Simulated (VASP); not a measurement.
Crystal: TaSi7.

```
Ta Si
1.0
     0.00000    4.11060    4.11060
     4.11060    0.00000    4.11060
     4.11060    4.11060    0.00000
Ta Si
1 7
Direct
  0.00000 0.00000 0.00000
  0.69503 0.30497 0.30497
  0.30497 0.69503 0.69503
  0.30497 0.69503 0.30497
  0.69503 0.30497 0.69503
  0.30497 0.30497 0.69503
  0.69503 0.69503 0.30497
  0.50000 0.50000 0.50000
```

| Property | Result |
| --- | --- |
| Program | VASP 6.6.1 |
| Task | relaxation of cell and atoms |
| Functional | PBE |
| Potentials or basis | VASP PAW PBE potentials, release 64 (Ta_pv, Si) |
| Cutoff | 600 eV |
| k mesh | 4 × 4 × 4 |
| Occupations | gaussian, width 0.1 eV |
| Spin | no spin polarisation |

At the start: pressure 108.6 GPa; volume 17.36 Å³/atom.

Task: Where does the relaxation end?

Result: Over 16 steps the energy falls by 4833.1 meV/atom and the volume is 27.28 Å³/atom (+57.1 %); space group Fm-3m (No. 225, to 0.05 Å).

The path:
```csv
step,energy change (eV),largest force (eV/Å),pressure (GPa),volume (Å³)
1,0.0000,30.5116,108.60,138.91
2,36.5242,44.6047,41.85,535.36
3,-3.3296,22.0805,29.93,395.09
4,-12.3543,17.0534,26.03,348.64
5,-27.9911,9.5694,20.58,225.76
6,-32.7712,6.6562,24.59,178.84
7,-32.7775,4.3176,34.10,158.68
8,-32.9654,5.9002,27.57,170.93
9,-36.7471,0.2986,-8.27,278.41
10,-38.4090,0.8522,-1.76,229.66
11,-38.4126,0.9160,-1.39,228.06
12,-38.4121,0.9676,-1.08,226.81
13,-38.5917,0.6170,-0.07,219.92
14,-38.6461,0.1873,1.18,213.49
15,-38.6466,0.2301,1.05,214.06
16,-38.6652,0.0355,-0.17,218.26
```

Final structure:
```cif
data_structure
_symmetry_space_group_name_H-M 'P 1'
_symmetry_Int_Tables_number 1
_cell_length_a 6.7582
_cell_length_b 6.7582
_cell_length_c 6.7582
_cell_angle_alpha 60.000
_cell_angle_beta 60.000
_cell_angle_gamma 60.000
_cell_volume 218.26
loop_
_atom_site_label
_atom_site_type_symbol
_atom_site_fract_x
_atom_site_fract_y
_atom_site_fract_z
_atom_site_occupancy
Ta1 Ta 0.00000 0.00000 0.00000 1
Si1 Si 0.74164 0.25836 0.25836 1
Si2 Si 0.25836 0.74164 0.74164 1
Si3 Si 0.25836 0.74164 0.25836 1
Si4 Si 0.74164 0.25836 0.74164 1
Si5 Si 0.25836 0.25836 0.74164 1
Si6 Si 0.74164 0.74164 0.25836 1
Si7 Si 0.50000 0.50000 0.50000 1
```

Caveat: the volume moved by over 15 % at a fixed basis, so the end points are rough.
